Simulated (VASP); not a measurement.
# PbS (Galena) (Fm-3m) in VASP: further runs

PbS (Galena) is run at these levels: LDA; tasks: single point.

Everything below comes from runs of VASP 6.6.1. Logs are shortened: lines on timing, memory, paths and dates and some standing lists are left out, and cuts for length are marked.

## Step 1: The cell of the first run

It takes space group Fm-3m (No. 225, cubic). The conventional cell has a = 5.971 Å, b = 5.971 Å, c = 5.971 Å, α = 90.00°, β = 90.00°, γ = 90.00°. Within 3.9 Å of Pb (site symmetry m-3m) lie 6 S at 2.99 Å. Within 3.9 Å of S (site symmetry m-3m) lie 6 Pb at 2.99 Å.

## Step 2: Single point, LDA

Contents of INCAR:

```
  PREC = Accurate
  ENCUT = 500
  EDIFF = 1E-6
  ISMEAR = 0
  SIGMA = 0.01
  LREAL = F
  LASPH = T
  NELM = 120
  ALGO = Normal
  ISIF = 2
  LWAVE = F
  LCHARG = F
  GGA = CA
  NBANDS = 17
  GGA_COMPAT = F
```

Contents of KPOINTS:

```
Automatic mesh
0
Gamma
  6 6 6
```

Contents of POSCAR:

```
PbS
1.0
    0.0000000000      2.9853913009      2.9853913009
    2.9853913009      0.0000000000      2.9853913009
    2.9853913009      2.9853913009      0.0000000000
Pb S
1 1
Direct
    0.0000000000      0.0000000000      0.0000000000
    0.5000000000      0.5000000000      0.5000000000
```

Potentials or basis: VASP PAW LDA potentials, release 64 (Pb_d, S).

On the command line:

```
$ cat potpaw_LDA.64/Pb_d/POTCAR potpaw_LDA.64/S/POTCAR > POTCAR
$ mpirun -np 1 vasp_std > vasp.out
```

OUTCAR:

```text
PREC = Accurate
   ENCUT = 500
   EDIFF = 1E-6
   ISMEAR = 0
   LREAL = F
   LASPH = T
   NELM = 120
   ISIF = 2
   GGA = CA

 ion  position               nearest neighbor table
   1  0.000  0.000  0.000-   2 2.99   2 2.99   2 2.99   2 2.99   2 2.99   2 2.99
   2  0.500  0.500  0.500-   1 2.99   1 2.99   1 2.99   1 2.99   1 2.99   1 2.99

  LATTYP: Found a face centered cubic cell.
 ALAT       =     5.9707826018

  Lattice vectors:

 A1 = (   0.0000000000,   2.9853913009,   2.9853913009)
 A2 = (   2.9853913009,   0.0000000000,   2.9853913009)
 A3 = (   2.9853913009,   2.9853913009,   0.0000000000)

Analysis of symmetry for initial positions (statically):
=====================================================================
 Subroutine PRICEL returns:
 Original cell was already a primitive cell.

 Routine SETGRP: Setting up the symmetry group for a
 face centered cubic supercell.

 Subroutine GETGRP returns: Found 48 space group operations
 (whereof 48 operations were pure point group operations)
 out of a pool of 48 trial point group operations.

The static configuration has the point symmetry O_h .

Analysis of symmetry for dynamics (positions and initial velocities):
=====================================================================
 Subroutine PRICEL returns:
 Original cell was already a primitive cell.

 Routine SETGRP: Setting up the symmetry group for a
 face centered cubic supercell.

 Subroutine GETGRP returns: Found 48 space group operations
 (whereof 48 operations were pure point group operations)
 out of a pool of 48 trial point group operations.

The dynamic configuration has the point symmetry O_h .

 Subroutine INISYM returns: Found 48 space group operations
 (whereof 48 operations are pure point group operations),
 and found     1 'primitive' translations

----------------------------------------------------------------------------------------

                                     Primitive cell

  volume of cell :      53.2150

  direct lattice vectors                    reciprocal lattice vectors
     0.000000000  2.985391301  2.985391301    -0.167482233  0.167482233  0.167482233
     2.985391301  0.000000000  2.985391301     0.167482233 -0.167482233  0.167482233
     2.985391301  2.985391301  0.000000000     0.167482233  0.167482233 -0.167482233

  length of vectors
     4.221980867  4.221980867  4.221980867     0.290087736  0.290087736  0.290087736

  position of ions in fractional coordinates (direct lattice)
     0.000000000  0.000000000  0.000000000
     0.500000000  0.500000000  0.500000000

  ion indices of the primitive-cell ions
   primitive index   ion index
                 1           1
                 2           2

----------------------------------------------------------------------------------------

 KPOINTS: Automatic mesh

Automatic generation of k-mesh.
 Grid dimensions read from file:
 generate k-points for:    6    6    6

 Generating k-lattice:

  Cartesian coordinates                     Fractional coordinates (reciprocal lattice)
    -0.027913705  0.027913705  0.027913705     0.166666667  0.000000000  0.000000000
     0.027913705 -0.027913705  0.027913705     0.000000000  0.166666667  0.000000000
     0.027913705  0.027913705 -0.027913705     0.000000000  0.000000000  0.166666667

  Length of vectors
     0.048347956  0.048347956  0.048347956

  Shift w.r.t. Gamma in fractional coordinates (k-lattice)
     0.000000000  0.000000000  0.000000000

 Subroutine IBZKPT returns following result:
 ===========================================

 Found     16 irreducible k-points:

 Following reciprocal coordinates:
            Coordinates               Weight
  0.000000  0.000000  0.000000      1.000000
  0.166667  0.000000  0.000000      8.000000
  0.333333  0.000000  0.000000      8.000000
  0.500000  0.000000  0.000000      4.000000
  0.166667  0.166667  0.000000      6.000000
  0.333333  0.166667  0.000000     24.000000
[... 8 lines left out ...]
 -0.333333  0.333333  0.166667     24.000000
 -0.333333  0.500000  0.166667     12.000000
   k-points           NKPTS =     16   k-points in BZ     NKDIM =     16   number of bands    NBANDS=     17
   number of dos      NEDOS =    301   number of ions     NIONS =      2
   total plane-waves  NPLWV =  32768
   dimension x,y,z NGX =    32 NGY =   32 NGZ =   32
   dimension x,y,z NGXF=    64 NGYF=   64 NGZF=   64
   ions per type =               1   1
   NGX,Y,Z   is equivalent  to a cutoff of  12.60, 12.60, 12.60 a.u.
   NGXF,Y,Z  is equivalent  to a cutoff of  25.20, 25.20, 25.20 a.u.
 SYSTEM =  unknown system
   PREC   = accura    normal or accurate (medium, high low for compatibility)
   ISTART =      0    job   : 0-new  1-cont  2-samecut
   ICHARG =      2    charge: 1-file 2-atom 10-const
   ISPIN  =      1    spin polarized calculation?
   LNONCOLLINEAR =      F non collinear calculations
   LSORBIT =      F    spin-orbit coupling
   LASPH  =      T    aspherical Exc in radial PAW
   ENCUT  =  500.0 eV  36.75 Ry    6.06 a.u.   7.70  7.70  7.70*2*pi/ulx,y,z
   NELM   =    120;   NELMIN=  2; NELMDL= -5     # of ELM steps
   EDIFF  = 0.1E-05   stopping-criterion for ELM
   LREAL  =      F    real-space projection
[... 7 lines left out ...]
   TEBEG  =    0.0;   TEEND  =   0.0 temperature during run
   PSTRESS=    0.0 pullay stress
   NELECT =      20.0000    total number of electrons
   NUPDOWN=      -1.0000    fix difference up-down
   EMIN   =  10.00;   EMAX   =-10.00  energy-range for DOS
   EFERMI =   0.00;   METHOD = LEGACY
   ISMEAR =     0;   SIGMA  =   0.01  broadening in eV -4-tet -1-fermi 0-gaus
   EFERMI_NEDOS =   21; number of points for ismear=-14 and -15
   IALGO  =     38    algorithm
   IMIX   =      4    mixing-type and parameters
     AMIX     =   0.40;   BMIX     =  1.00
     AMIX_MAG =   1.60;   BMIX_MAG =  1.00
  volume/ion in A,a.u.               =      26.61       179.56
  Fermi-wavevector in a.u.,A,eV,Ry     =   1.181427  2.232573 18.990601  1.395770
  Thomas-Fermi vector in A             =   2.317701
   LORBIT       =      0    0 simple, 1 ext, 2 COOP (PROOUT), +10 PAW based schemes
   GGA     = CA    functional components
   LHFCALC =     F    Hartree Fock is set to
   AEXX    =    0.0000 exact exchange contribution
   IVDW    =     0    specifies the selected vdW correction
   LEPSILON=     F    determine dielectric tensor
   LRPA    =     F    only Hartree local field effects (RPA)
 non-spin polarized calculation
 Gauss-broadening in eV      SIGMA  =   0.01
  energy-cutoff  :      500.00
  volume of cell :       53.21
 maximum number of plane-waves:      1363
   NGX = 15   NGY = 15   NGZ = 15

 number of electron      20.0000001 magnetization

 Free energy of the ion-electron system (eV)
  ---------------------------------------------------
  ext. energy  EPLUGINS =         0.00000000
  ---------------------------------------------------
  free energy    TOTEN  =        -9.96454817 eV

  energy without entropy =       -9.96454817  energy(sigma->0) =       -9.96454817

 E-fermi :   5.4241     XC(G=0):  -9.9395

 val. band max:        5.3146786090   @ k =   0.5000   0.0000   0.0000
 cond. band min:       5.5919923616   @ k =   0.5000   0.0000   0.0000
 fundamental gap:      0.2773137526
 Fermi energy:         5.4241499663

 k-point     1 :       0.0000    0.0000    0.0000
  band No.  band energies     occupation
      1     -11.4053      2.00000
      2     -11.4053      2.00000
      3     -11.4053      2.00000
      4     -11.3957      2.00000
      5     -11.3957      2.00000
      6      -8.0599      2.00000
[... 9 lines left out ...]
     16      12.0272      0.00000
     17      13.8261      0.00000

 k-point     2 :       0.1667    0.0000    0.0000
  band No.  band energies     occupation
      1     -11.4057      2.00000
      2     -11.4057      2.00000
      3     -11.4041      2.00000
      4     -11.3916      2.00000
      5     -11.3916      2.00000
      6      -7.8282      2.00000
[... 9 lines left out ...]
     16      12.6241      0.00000
     17      15.6479      0.00000

 k-point     3 :       0.3333    0.0000    0.0000
  band No.  band energies     occupation
      1     -11.4189      2.00000
      2     -11.4189      2.00000
      3     -11.4025      2.00000
      4     -11.3707      2.00000
      5     -11.3707      2.00000
      6      -7.2385      2.00000
[... 9 lines left out ...]
     16      14.0290      0.00000
     17      17.3258      0.00000

 k-point     4 :       0.5000    0.0000    0.0000
  band No.  band energies     occupation
      1     -11.4259      2.00000
      2     -11.4259      2.00000
      3     -11.4021      2.00000
      4     -11.3598      2.00000
      5     -11.3598      2.00000
      6      -6.8205      2.00000
[... 9 lines left out ...]
     16      15.4512      0.00000
     17      15.7333      0.00000

 k-point     5 :       0.1667    0.1667    0.0000
  band No.  band energies     occupation
      1     -11.4173      2.00000
      2     -11.4114      2.00000
      3     -11.3912      2.00000
      4     -11.3912      2.00000
      5     -11.3896      2.00000
      6      -7.7459      2.00000
[... 9 lines left out ...]
     16      13.7776      0.00000
     17      14.7487      0.00000

 k-point     6 :       0.3333    0.1667    0.0000
  band No.  band energies     occupation
      1     -11.4409      2.00000
      2     -11.4098      2.00000
      3     -11.3989      2.00000
      4     -11.3786      2.00000
      5     -11.3677      2.00000
      6      -7.2628      2.00000
[... 9 lines left out ...]
     16      14.9246      0.00000
     17      16.6307      0.00000

 k-point     7 :       0.5000    0.1667    0.0000
  band No.  band energies     occupation
      1     -11.4493      2.00000
      2     -11.4111      2.00000
      3     -11.3986      2.00000
      4     -11.3722      2.00000
      5     -11.3579      2.00000
      6      -6.7331      2.00000
[... 9 lines left out ...]
     16      15.7202      0.00000
     17      16.0979      0.00000

 k-point     8 :      -0.3333    0.1667    0.0000
  band No.  band energies     occupation
      1     -11.4359      2.00000
      2     -11.4155      2.00000
      3     -11.3953      2.00000
      4     -11.3708      2.00000
      5     -11.3700      2.00000
      6      -6.8777      2.00000
[... 9 lines left out ...]
     16      15.2438      0.00000
     17      16.3922      0.00000

 k-point     9 :      -0.1667    0.1667    0.0000
  band No.  band energies     occupation
      1     -11.4141      2.00000
      2     -11.4100      2.00000
      3     -11.4021      2.00000
      4     -11.3896      2.00000
      5     -11.3763      2.00000
      6      -7.4672      2.00000
[... 9 lines left out ...]
     16      14.3858      0.00000
     17      15.1392      0.00000

 k-point    10 :       0.3333    0.3333    0.0000
  band No.  band energies     occupation
      1     -11.4889      2.00000
      2     -11.4236      2.00000
      3     -11.3772      2.00000
      4     -11.3621      2.00000
      5     -11.3621      2.00000
      6      -6.9408      2.00000
[... 9 lines left out ...]
     16      16.1020      0.00000
     17      16.6845      0.00000

 k-point    11 :       0.5000    0.3333    0.0000
  band No.  band energies     occupation
      1     -11.5061      2.00000
      2     -11.4182      2.00000
      3     -11.3828      2.00000
      4     -11.3582      2.00000
      5     -11.3523      2.00000
      6      -6.5335      2.00000
[... 9 lines left out ...]
     16      16.6012      0.00000
     17      17.0636      0.00000

 k-point    12 :      -0.3333    0.3333    0.0000
  band No.  band energies     occupation
      1     -11.4782      2.00000
      2     -11.3979      2.00000
      3     -11.3954      2.00000
      4     -11.3733      2.00000
      5     -11.3604      2.00000
      6      -6.4911      2.00000
[... 9 lines left out ...]
     16      15.3424      0.00000
     17      17.1250      0.00000

 k-point    13 :       0.5000    0.5000    0.0000
  band No.  band energies     occupation
      1     -11.5361      2.00000
      2     -11.4297      2.00000
      3     -11.3711      2.00000
      4     -11.3470      2.00000
      5     -11.3470      2.00000
      6      -6.4187      2.00000
[... 9 lines left out ...]
     16      17.5074      0.00000
     17      17.6261      0.00000

 k-point    14 :       0.5000    0.3333    0.1667
  band No.  band energies     occupation
      1     -11.4671      2.00000
      2     -11.4061      2.00000
      3     -11.3990      2.00000
      4     -11.3675      2.00000
      5     -11.3627      2.00000
      6      -6.7842      2.00000
[... 9 lines left out ...]
     16      15.8661      0.00000
     17      16.1830      0.00000

 k-point    15 :      -0.3333    0.3333    0.1667
  band No.  band energies     occupation
      1     -11.4767      2.00000
      2     -11.4033      2.00000
      3     -11.3873      2.00000
      4     -11.3840      2.00000
      5     -11.3540      2.00000
      6      -6.4907      2.00000
[... 9 lines left out ...]
     16      16.6983      0.00000
     17      16.9720      0.00000

 k-point    16 :      -0.3333    0.5000    0.1667
  band No.  band energies     occupation
      1     -11.5071      2.00000
      2     -11.4099      2.00000
      3     -11.3866      2.00000
      4     -11.3685      2.00000
      5     -11.3469      2.00000
      6      -6.3837      2.00000
[... 9 lines left out ...]
     16      17.0742      0.00000
     17      17.6199      0.00000

------------------------ aborting loop because EDIFF is reached ----------------------------------------

  FORCE on cell =-STRESS in cart. coord.  units (eV):
  Direction    XX          YY          ZZ          XY          YZ          ZX
  --------------------------------------------------------------------------------------
  -------------------------------------------------------------------------------------
  Total       -1.1939225     -1.1939225     -1.1939225     -0.0000000      0.0000000     -0.0000000
  in kB      -35.9461961    -35.9461961    -35.9461961     -0.0000000      0.0000000     -0.0000000
  external PRESSURE =     -35.9461961 kB  Pullay stress =       0.0000000 kB

 VOLUME and BASIS-vectors are now :
 -----------------------------------------------------------------------------
  energy-cutoff  :      500.00
  volume of cell :       53.21
      direct lattice vectors                 reciprocal lattice vectors
     0.000000000  2.985391301  2.985391301    -0.167482233  0.167482233  0.167482233
     2.985391301  0.000000000  2.985391301     0.167482233 -0.167482233  0.167482233
     2.985391301  2.985391301  0.000000000     0.167482233  0.167482233 -0.167482233

 POSITION                                       TOTAL-FORCE (eV/Angst)
 -----------------------------------------------------------------------------------
      0.00000      0.00000      0.00000        -0.000000     -0.000000      0.000000
      2.98539      2.98539      2.98539         0.000000      0.000000     -0.000000
 -----------------------------------------------------------------------------------
    total drift:                                0.000000     -0.000000     -0.000000

  FREE ENERGIE OF THE ION-ELECTRON SYSTEM (eV)
  ---------------------------------------------------
  free  energy   TOTEN  =        -9.9645481723 eV

  energy  without entropy=       -9.9645481723  energy(sigma->0) =       -9.96454817
```

It took 8.4 s on 1 thread of Intel Xeon 6975P-C, shared host; peak memory 0.15 GiB.

Results:

- Free energy: -9.9645 eV
- Pressure: -3.6 GPa
- Band gap on the k mesh: 0.28 eV, direct

Caveat: spin-orbit coupling is left out, which moves the levels of the heavy elements.

## Step 3: Single point, LDA

This run uses another cell than the first one, of 27.13 Å³/atom, 1.020 times its volume.

Contents of INCAR:

```
PREC = Accurate
ENCUT = 500
EDIFF = 1E-6
ISMEAR = 0
SIGMA = 0.01
LREAL = False
LASPH = True
NELM = 120
ALGO = Normal
ISIF = 2
LWAVE = False
LCHARG = True
GGA = CA
LELF = True
LVHAR = True
NBANDS = 17
GGA_COMPAT = False
```

KPOINTS is that of step 2.

Contents of POSCAR:

```
PbS
1.0
    0.0000000000      3.0047775019      3.0047775019
    3.0047775019      0.0000000000      3.0047775019
    3.0047775019      3.0047775019      0.0000000000
Pb S
1 1
Direct
    0.0000000000      0.0000000000      0.0000000000
    0.5000000000      0.5000000000      0.5000000000
```

Potentials or basis: VASP PAW LDA potentials, release 64 (Pb_d, S).

On the command line:

```
$ cat potpaw_LDA.64/Pb_d/POTCAR potpaw_LDA.64/S/POTCAR > POTCAR
$ mpirun -np 1 vasp_std > vasp.out
```

Wall time 9.1 s (1 thread of Intel Xeon 6975P-C, shared host); peak memory 0.15 GiB.

It converged, with:

- Free energy: -9.9386 eV
- Pressure: -4.5 GPa
- Band gap on the k mesh: 0.34 eV, direct

Levels at points of the mesh, in eV from the valence-band top:
```csv
k point,band 6,band 7,band 8,band 9,band 10,band 11,band 12,band 13,band 14,band 15
"(0.00, 0.00, 0.00)",-13.19,-6.11,-1.94,-1.94,-1.94,4.99,4.99,4.99,6.78,6.78
"(0.50, 0.00, 0.00)",-12.00,-8.67,-1.56,-1.56,0.00,0.34,1.95,1.95,8.46,10.18
"(0.50, 0.50, 0.00)",-11.62,-7.19,-4.89,-3.17,-3.17,3.93,5.37,5.45,5.45,11.19
```

Caveat: spin-orbit coupling is left out, which moves the levels of the heavy elements.

(Part 1 of 2 ends here.)
